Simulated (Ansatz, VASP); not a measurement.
# One calculation of MgO, two programs

```
Mg O
1.0
     0.00000    2.13515    2.13515
     2.13515    0.00000    2.13515
     2.13515    2.13515    0.00000
Mg O
1 1
Cartesian
  0.0000 0.0000 -0.1125
  2.1351 2.1351 2.1351
```

Change from the starting cell: all Mg atoms moved +0.113 Å, as atom 1 towards its neighbour atom 2 (O) at 2.135 Å.

Alike in both runs: task single point; functional PBE; k mesh 10 × 10 × 10; occupations gaussian, width 0.05 eV; no spin polarisation.

|  | VASP | Ansatz |
| --- | --- | --- |
| version | VASP 6.6.1 | Ansatz 0.2.0 |
| potentials or method | VASP PAW PBE potentials, release 64 (Mg, O), cutoff 520 eV | scalar-relativistic, plane waves, PAW |
| valence electrons in the cell | 8 | 16 |

```csv
,VASP,Ansatz,Ansatz less VASP
gap on the k mesh at the Fermi level (eV),4.33,4.35,+0.017
least direct gap on the mesh (eV),4.33,4.35,+0.017
pressure (GPa),-1.4,-0.6,+0.75
"traceless stress, the component that is largest in VASP (GPa)",2.63,2.60,-0.032
rms of the force components (eV/Å),0.322,0.317,-0.0046
```

Atom by atom the forces differ by 0.005 eV/Å (rms over components). With one functional, cell and mesh, what is left measures potentials, basis and numerics. VASP's potentials hold 8 valence electrons a cell and Ansatz's 16, so a difference there can come from the potentials and not from the codes.
